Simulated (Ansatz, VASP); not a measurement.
## BAs in VASP and in Ansatz

Contents of INCAR:

```
SYSTEM = BAs
PREC = Accurate
ENCUT = 600
EDIFF = 1E-6
ISMEAR = -1
SIGMA = 0.05
LREAL = .False.
LASPH = .True.
NELM = 100
ALGO = Normal
ISIF = 3
LWAVE = .False.
LCHARG = .False.
GGA = PS
IVDW = 12
IBRION = 2
NSW = 60
EDIFFG = -0.01
```

KPOINTS

```
Automatic mesh
0
Gamma
  12 8 6
  0 0 0
```

File POSCAR:

```
BAs
1.0
    2.1275493300      0.0000000000      0.0000000000
    0.0000000000      3.1740629400      0.0000000000
    0.0000000000      0.0000000000      4.9509801800
B As
1 1
Direct
    0.0000000000      0.5000000000      0.0000000000
    0.5000000000      0.5000000000      0.5000000000
```

The input input.yaml:

```yaml
crystal:
  lattice:
    - [2.12754933, 0.0, 0.0]
    - [0.0, 3.17406294, 0.0]
    - [0.0, 0.0, 4.95098018]
  atoms:
    - { symbol: B, position: [0.0, 0.5, 0.0] }
    - { symbol: As, position: [0.5, 0.5, 0.5] }
hamiltonian:
  xc: pbesol
  pseudopotentials: { kind: paw }
  dispersion: d3bj
kpoints:
  mp_grid: { grid: [12, 8, 6] }
scf:
  occupations: { method: fermi_dirac, width: 0.05 }
output:
  forces: true
  stress: true
  eigenvalues: true
  write_density: true
  write_potential: true
  elf: true
  volumetric_format: npy
relax:
  f_tol: 0.01
  max_steps: 40
  cell: { stress_tol: 0.05 }
```

Alike in both runs: task relaxation of cell and atoms; functional PBEsol; dispersion D3(BJ); k mesh 12 × 8 × 6; occupations fermi-dirac, width 0.05 eV; no spin polarisation.

|  | VASP | Ansatz |
| --- | --- | --- |
| version | VASP 6.6.1 | Ansatz 0.2.0 |
| potentials or method | VASP PAW PBE potentials, release 64 (B, As) | Ansatz PAW |
| plane-wave cutoff (eV) | 600 | 420 |
| valence electrons in the cell | 8 | 18 |

```tsv
	VASP	Ansatz	Ansatz less VASP
gap on the k mesh at the Fermi level, each at its own relaxed structure (eV)	none	none	-
relaxed volume (Å³/atom)	12.27	12.20	-0.067
relaxed cell length with the largest relative difference (Å)	2.539	2.534	-0.0053
```

VASP's potentials were made for PBE, not for PBEsol. A gap of «none» marks a metal or a gap that the smearing closes. VASP's potentials hold 8 valence electrons a cell and Ansatz's 18, so a difference there can come from the potentials and not from the codes.

Noted on VASP's run: the volume moved by over 15 % at a fixed basis, so the end points are rough. Noted on Ansatz's run: the volume moved by over 15 % at a fixed basis, so the end points are rough; the plane-wave basis is chosen anew once the cell has moved, so the energies of steps on either side of that aren't comparable.
